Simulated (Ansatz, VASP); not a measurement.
## Two plane-wave programs on Os

```
Os
1.0
     2.51708    0.00000    0.00000
     0.00000    2.51708    0.00000
     0.00000    0.00000    2.51708
Os
1
Direct
  0.00000 0.00000 0.00000
```

Alike in both runs: task single point; functional LDA; k mesh 14 × 14 × 14; occupations fermi-dirac, width 0.1 eV; no spin polarisation.

|  | VASP | Ansatz |
| --- | --- | --- |
| version | VASP 6.6.1 | Ansatz 0.2.0 |
| potentials or method | VASP PAW LDA potentials, release 64 (Os), cutoff 520 eV | plane waves (420 eV) with PAW, scalar-relativistic |
| valence electrons in the cell | 8 | 16 |

|  | VASP | Ansatz | Ansatz less VASP |
| --- | --- | --- | --- |
| pressure (GPa) | 0.5 | 0.5 | -0.05 |

Ansatz warns that its potentials were made for another functional, while VASP's fit it. LDA's correlation is that of Perdew and Zunger in VASP and of Perdew and Wang (1992) in Ansatz. VASP's potentials hold 8 valence electrons a cell and Ansatz's 16, so a difference there can come from the potentials and not from the codes.

Neither program's run includes spin-orbit coupling.
